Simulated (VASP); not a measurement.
# GaSb3 (Fm-3m) in VASP: a series of runs

Runs on GaSb3. Level: PBEsol+D3(BJ). Tasks: single point, relaxation of cell and atoms.

Everything below comes from runs of VASP 6.6.1. Logs are shortened: lines on timing, memory, paths and dates and some standing lists are left out, and cuts for length are marked.

## Step 1: The cell of the first run

The structure is cubic, space group Fm-3m (No. 225). The conventional cell has a = 7.172 Å, b = 7.172 Å, c = 7.172 Å, α = 90.00°, β = 90.00°, γ = 90.00°. Within 4.1 Å of Ga (site symmetry m-3m) lie 14 Sb at 3.11 to 3.59 Å. Within 4.1 Å of Sb (site symmetry -43m) lie 4 Ga at 3.11 Å and 10 Sb at 3.11 to 3.59 Å. Within 4.1 Å of Sb (site symmetry m-3m) lie 8 Sb at 3.11 Å and 6 Ga at 3.59 Å.

## Step 2: Single point, PBEsol+D3(BJ)

File INCAR:

```
PREC     = Accurate       # precision mode
ENCUT    = 520            # plane-wave cutoff, eV
EDIFF    = 1E-7           # SCF threshold, eV
ISMEAR   = 0              # smearing method
SIGMA    = 0.1            # smearing width, eV
LREAL    = F              # projectors in reciprocal space
LASPH    = T              # aspherical terms in the spheres
NELM     = 100            # most SCF steps
ALGO     = Normal         # electronic algorithm
ISIF     = 2              # what is computed and relaxed
LWAVE    = F              # write WAVECAR
LCHARG   = F              # write CHGCAR
GGA      = PS             # functional
IVDW     = 12             # dispersion correction
NBANDS   = 22             # bands
```

File KPOINTS:

```
regular mesh
0
Gamma
  10 10 10
```

File POSCAR:

```
GaSb3
1.0
    0.0000000000      3.5857729617      3.5857729617
    3.5857729617      0.0000000000      3.5857729617
    3.5857729617      3.5857729617      0.0000000000
Ga Sb
1 3
Direct
    0.0000000000      0.0000000000      0.0000000000
    0.2500000000      0.2500000000      0.2500000000
    0.7500000000      0.7500000000      0.7500000000
    0.5000000000      0.5000000000      0.5000000000
```

Potentials or basis: VASP PAW PBE potentials, release 64 (Ga_d, Sb).

On the command line:

```
$ cat potpaw_PBE.64/Ga_d/POTCAR potpaw_PBE.64/Sb/POTCAR > POTCAR
$ mpirun -np 1 vasp_std > vasp.out
```

OUTCAR:

```text
PREC = Accurate
   ENCUT = 520
   EDIFF = 1E-7
   ISMEAR = 0
   LREAL = F
   LASPH = T
   NELM = 100
   ISIF = 2
   GGA = PS
   IVDW = 12
 IVDW          = 12

 ion  position               nearest neighbor table
   1  0.000  0.000  0.000-   3 3.11   3 3.11   3 3.11   2 3.11   3 3.11   2 3.11   2 3.11   2 3.11

   2  0.250  0.250  0.250-   1 3.11   1 3.11   1 3.11   1 3.11   4 3.11   4 3.11   4 3.11   4 3.11
                             3 3.59   3 3.59   3 3.59   3 3.59   3 3.59   3 3.59
   3  0.750  0.750  0.750-   4 3.11   4 3.11   4 3.11   1 3.11   4 3.11   1 3.11   1 3.11   1 3.11
                             2 3.59   2 3.59   2 3.59   2 3.59   2 3.59   2 3.59
   4  0.500  0.500  0.500-   2 3.11   2 3.11   2 3.11   2 3.11   3 3.11   3 3.11   3 3.11   3 3.11

  LATTYP: Found a face centered cubic cell.
 ALAT       =     7.1715459234

  Lattice vectors:

 A1 = (   0.0000000000,   3.5857729617,   3.5857729617)
 A2 = (   3.5857729617,   0.0000000000,   3.5857729617)
 A3 = (   3.5857729617,   3.5857729617,   0.0000000000)

Analysis of symmetry for initial positions (statically):
=====================================================================
 Subroutine PRICEL returns:
 Original cell was already a primitive cell.

 Routine SETGRP: Setting up the symmetry group for a
 face centered cubic supercell.

 Subroutine GETGRP returns: Found 48 space group operations
 (whereof 48 operations were pure point group operations)
 out of a pool of 48 trial point group operations.

The static configuration has the point symmetry O_h .

Analysis of symmetry for dynamics (positions and initial velocities):
=====================================================================
 Subroutine PRICEL returns:
 Original cell was already a primitive cell.

 Routine SETGRP: Setting up the symmetry group for a
 face centered cubic supercell.

 Subroutine GETGRP returns: Found 48 space group operations
 (whereof 48 operations were pure point group operations)
 out of a pool of 48 trial point group operations.

The dynamic configuration has the point symmetry O_h .

 Subroutine INISYM returns: Found 48 space group operations
 (whereof 48 operations are pure point group operations),
 and found     1 'primitive' translations

----------------------------------------------------------------------------------------

                                     Primitive cell
[... 94 lines left out ...]
   NELM   =    100;   NELMIN=  2; NELMDL= -5     # of ELM steps
   EDIFF  = 0.1E-06   stopping-criterion for ELM
   LREAL  =      F    real-space projection
   EDIFFG = 0.1E-05   stopping-criterion for IOM
   NSW    =      0    number of steps for IOM
   IBRION =     -1    ionic relax: 0-MD 1-quasi-New 2-CG
   NFREE  =      0    steps in history (QN), initial steepest desc. (CG)
   ISIF   =      2    stress and relaxation
   ISYM   =      2    0-nonsym 1-usesym 2-fastsym
   POTIM  = 0.5000    time-step for ionic-motion
   TEBEG  =    0.0;   TEEND  =   0.0 temperature during run
   PSTRESS=    0.0 pullay stress
   NELECT =      28.0000    total number of electrons
   NUPDOWN=      -1.0000    fix difference up-down
   EMIN   =  10.00;   EMAX   =-10.00  energy-range for DOS
   EFERMI =   0.00;   METHOD = LEGACY
   ISMEAR =     0;   SIGMA  =   0.10  broadening in eV -4-tet -1-fermi 0-gaus
   EFERMI_NEDOS =   21; number of points for ismear=-14 and -15
   IALGO  =     38    algorithm
   IMIX   =      4    mixing-type and parameters
     AMIX     =   0.40;   BMIX     =  1.00
     AMIX_MAG =   1.60;   BMIX_MAG =  1.00
  volume/ion in A,a.u.               =      23.05       155.57
  Fermi-wavevector in a.u.,A,eV,Ry     =   1.100360  2.079379 16.473821  1.210792
  Thomas-Fermi vector in A             =   2.236770
   LORBIT       =      0    0 simple, 1 ext, 2 COOP (PROOUT), +10 PAW based schemes
   GGA     = PS    functional components
   LHFCALC =     F    Hartree Fock is set to
   AEXX    =    0.0000 exact exchange contribution
   IVDW    =    12    specifies the selected vdW correction
   LEPSILON=     F    determine dielectric tensor
   LRPA    =     F    only Hartree local field effects (RPA)
 non-spin polarized calculation
 Gauss-broadening in eV      SIGMA  =   0.10
  energy-cutoff  :      520.00
  volume of cell :       92.21
 maximum number of plane-waves:      2511
 NGX is ok and might be reduce to    40
   NGX = 19   NGY = 19   NGZ = 19

 number of electron      27.9999998 magnetization

 Free energy of the ion-electron system (eV)
  ---------------------------------------------------
  ext. energy  EPLUGINS =         0.00000000
  ---------------------------------------------------
  free energy    TOTEN  =       -16.34857866 eV

  energy without entropy =      -16.33994824  energy(sigma->0) =      -16.34426345

 E-fermi :   8.7267     XC(G=0): -10.8319

 val. band max:        8.6943079572   @ k =   0.4000   0.3000   0.1000
 cond. band min:       8.7316735979   @ k =   0.2000   0.1000   0.0000
 fundamental gap:      0.0373656407
 Fermi energy:         8.7266880738

 k-point     1 :       0.0000    0.0000    0.0000
  band No.  band energies     occupation
      1      -6.0013      2.00000
      2      -6.0013      2.00000
      3      -6.0013      2.00000
      4      -5.9813      2.00000
      5      -5.9813      2.00000
      6      -4.5883      2.00000
[... 589 lines left out ...]
     21      13.5892      0.00000
     22      13.6516      0.00000

 [... further k-points ...]

------------------------ aborting loop because EDIFF is reached ----------------------------------------

 Edisp (eV)   -1.97288

 E8    (eV) :    -1.3571

  FORCE on cell =-STRESS in cart. coord.  units (eV):
  Direction    XX          YY          ZZ          XY          YZ          ZX
  --------------------------------------------------------------------------------------
  -------------------------------------------------------------------------------------
  Total       0.05678     0.05678     0.05678    -0.00000    -0.00000     0.00000
  in kB       0.98662     0.98662     0.98662    -0.00000    -0.00000     0.00000
  external pressure =        0.99 kB  Pullay stress =        0.00 kB

 VOLUME and BASIS-vectors are now :
 -----------------------------------------------------------------------------
  energy-cutoff  :      520.00
  volume of cell :       92.21
      direct lattice vectors                 reciprocal lattice vectors
     0.000000000  3.585772962  3.585772962    -0.139439949  0.139439949  0.139439949
     3.585772962  0.000000000  3.585772962     0.139439949 -0.139439949  0.139439949
     3.585772962  3.585772962  0.000000000     0.139439949  0.139439949 -0.139439949

 POSITION                                       TOTAL-FORCE (eV/Angst)
 -----------------------------------------------------------------------------------
      0.00000      0.00000      0.00000        -0.000000      0.000000      0.000000
      1.79289      1.79289      1.79289         0.000000     -0.000000     -0.000000
      5.37866      5.37866      5.37866        -0.000000      0.000000      0.000000
      3.58577      3.58577      3.58577        -0.000000      0.000000      0.000000
 -----------------------------------------------------------------------------------
    total drift:                               -0.000000      0.000000      0.000000

  FREE ENERGIE OF THE ION-ELECTRON SYSTEM (eV)
  ---------------------------------------------------
  free  energy   TOTEN  =       -18.3214607008 eV

  energy  without entropy=      -18.3128302748  energy(sigma->0) =      -18.31714549
```

OSZICAR:

```text
N       E                     dE             d eps       ncg     rms          rms(c)
DAV:   1     0.164017100290E+03    0.16402E+03   -0.11731E+04  2142   0.139E+03
DAV:   2     0.372761061972E-01   -0.16398E+03   -0.15738E+03  2272   0.338E+02
DAV:   3    -0.159110740959E+02   -0.15948E+02   -0.15453E+02  2508   0.849E+01
DAV:   4    -0.163875165321E+02   -0.47644E+00   -0.47405E+00  2344   0.149E+01
DAV:   5    -0.163984969049E+02   -0.10980E-01   -0.10974E-01  2630   0.239E+00    0.382E+00
DAV:   6    -0.163623922373E+02    0.36105E-01   -0.48754E-02  2674   0.259E+00    0.213E+00
DAV:   7    -0.163490430516E+02    0.13349E-01   -0.24966E-02  2732   0.128E+00    0.175E-01
DAV:   8    -0.163486039992E+02    0.43905E-03   -0.22079E-03  2470   0.478E-01    0.553E-02
DAV:   9    -0.163485822777E+02    0.21721E-04   -0.13128E-04  2522   0.751E-02    0.186E-02
DAV:  10    -0.163485794453E+02    0.28325E-05   -0.13118E-05  2498   0.319E-02    0.801E-03
DAV:  11    -0.163485791319E+02    0.31332E-06   -0.87113E-07  2454   0.631E-03    0.225E-03
DAV:  12    -0.163485788035E+02    0.32846E-06   -0.11825E-07  1408   0.286E-03    0.396E-04
DAV:  13    -0.163485786984E+02    0.10505E-06   -0.28372E-08  1346   0.129E-03    0.144E-04
DAV:  14    -0.163485786629E+02    0.35535E-07   -0.52084E-09  1244   0.668E-04
   1 F= -.18321461E+02 E0= -.18317145E+02  d E =-.863043E-02
```

stdout:

```text
POSCAR found type information on POSCAR GaSb
 POSCAR found :  2 types and       4 ions
 scaLAPACK will be used
 -----------------------------------------------------------------------------
|                                                                             |
|                                                                             |
|     You enforced a specific xc type in the INCAR file but a different       |
|     I HOPE YOU KNOW WHAT YOU ARE DOING!                                     |
|                                                                             |
 -----------------------------------------------------------------------------

 LDA part: xc-table for (Slater+PW92), standard interpolation
 POSCAR, INCAR and KPOINTS ok, starting setup
 FFT: planning ... GRIDC
 FFT: planning ... GRID_SOFT
 FFT: planning ... GRID
 WAVECAR not read
 entering main loop
```

Run time: 49 s. Hardware: 1 thread of Intel Xeon 6975P-C (Granite Rapids), shared host; peak memory 0.3 GiB.

What came out:

```
Free energy                : -18.3215 eV
Pressure                   : 0.1 GPa
Band gap on the k mesh     : zero (band 14 reaches 10.33 eV, above the bottom of band 15 at 6.16 eV)
Dispersion energy per atom : -0.493 eV
```

Caveat: the PAW data sets were made with another functional, which shifts forces and pressure a little; spin-orbit coupling is left out, which moves the levels of the heavy elements; pairwise dispersion overbinds metals, which lowers pressure and volume.

## Step 3: Relaxation of cell and atoms, PBEsol+D3(BJ)

File INCAR:

```
ALGO = Normal
EDIFF = 1E-6
EDIFFG = -0.005
ENCUT = 600
GGA = PS
IBRION = 2
ISIF = 3
ISMEAR = 0
IVDW = 12
LASPH = T
LCHARG = F
LREAL = F
LWAVE = F
NELM = 100
NSW = 100
PREC = Accurate
SIGMA = 0.1
```

File KPOINTS:

```
k-points
0
Gamma
  10 10 10
```

POSCAR is that of step 2.

Potentials or basis: VASP PAW PBE potentials, release 64 (Ga_d, Sb).

On the command line:

```
$ cat potpaw_PBE.64/Ga_d/POTCAR potpaw_PBE.64/Sb/POTCAR > POTCAR
$ mpirun -np 1 vasp_std > vasp.out
```

Run time: 83 s. Hardware: 1 thread of Intel Xeon 6975P-C (Granite Rapids), shared host; peak memory 0.32 GiB.

It converged, with:

* Free energy: -18.3214 eV
* Relaxed volume: 23.08 Å³/atom
* Relaxed cell: a = 5.073 Å, b = 5.073 Å, c = 5.073 Å, α = 60.00°, β = 60.00°, γ = 60.00°
* Space group after relaxing (to 0.05 Å): Fm-3m (No. 225)
* Energy gained by relaxing: 0.0 meV/atom
* Ionic steps: 3
* Pressure after relaxing: 0.0 GPa
* Dispersion energy per atom: -0.493 eV

Final structure:
```xyz
4
Lattice="0.0000 3.5871 3.5871 3.5871 0.0000 3.5871 3.5871 3.5871 0.0000" Properties=species:S:1:pos:R:3 pbc="T T T"
Ga    0.0000    0.0000    0.0000
Sb    1.7936    1.7936    1.7936
Sb    5.3807    5.3807    5.3807
Sb    3.5871    3.5871    3.5871
```

Levels at points of the mesh, in eV from the Fermi level:
```
           k point  band 12  band 13  band 14  band 15  band 16  band 17
(0.00, 0.00, 0.00)    -2.67    -2.67    -2.67    -2.58    -0.86    -0.86
(0.50, 0.00, 0.00)    -2.98    -2.98    -0.05     0.28     2.29     2.29
(0.50, 0.50, 0.00)     1.14     1.28     1.28     1.52     2.14     2.14
```

Caveat: the bands computed are all filled at some k points, so no gap is given; the PAW data sets were made with another functional, which shifts forces and pressure a little; spin-orbit coupling is left out, which moves the levels of the heavy elements.
